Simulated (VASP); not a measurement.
Wanted: the native input for a VASP 6.6.1 run.

* Task: relaxation of cell and atoms
* Functional: PBE
* Potentials or basis: VASP PAW PBE potentials, release 64 (Cd)
* Cutoff: 500 eV
* k mesh: 12 × 12 × 12
* Occupations: fermi-dirac, width 0.1 eV
* Spin: no spin polarisation
* Dipole correction: no
* Further INCAR settings: ALGO = Normal; EDIFF = 1e-07; IBRION = 2; EDIFFG = -0.03; NSW = 60; ISIF = 3

The structure of Cd lies in POSCAR:

```
Cd
1.0
    0.0000000000      3.0400000000      3.0400000000
    3.0400000000      0.0000000000      3.0400000000
    3.0400000000      3.0400000000      0.0000000000
Cd
2
Direct
    1.0000000000      1.0000000000      1.0000000000
    0.2500000000      0.2500000000      0.2500000000
```

This isn't the form of Cd at room conditions, which is hcp.

The input as run:

INCAR

```
ALGO = Normal
EDIFF = 1E-7
EDIFFG = -0.03
ENCUT = 500
GGA = PE
GGA_COMPAT = F
IBRION = 2
ISIF = 3
ISMEAR = -1
LASPH = T
LCHARG = F
LREAL = F
LWAVE = F
NELM = 120
NELMIN = 4
NSW = 60
PREC = Accurate
SIGMA = 0.1
```

KPOINTS

```
k-points
0
Gamma
  12 12 12
```

Potentials or basis: VASP PAW PBE potentials, release 64 (Cd).

Launch:

```console
$ cat potpaw_PBE.64/Cd/POTCAR > POTCAR
$ mpirun -np 1 vasp_std > vasp.out
```

It gave:

- Relaxed volume: 37.02 Å³/atom
- Relaxed cell: a = 4.713 Å, b = 4.713 Å, c = 4.713 Å, α = 60.00°, β = 60.00°, γ = 60.00°
- Space group after relaxing (to 0.1 Å): Fd-3m (No. 227)
- Energy gained by relaxing: 214.4 meV/atom
- Ionic steps: 3
- Pressure after relaxing: -0.1 GPa
- Band gap on the k mesh: zero (bands 12 and 13 overlap by 4.68 eV)

Caveat: the volume moved by over 15 % at a fixed basis, so the end points are rough.

Run time: 43 s on 1 thread of Intel(R) Xeon(R) 6975P-C (Granite Rapids), on a shared host, peak memory 0.21 GiB.
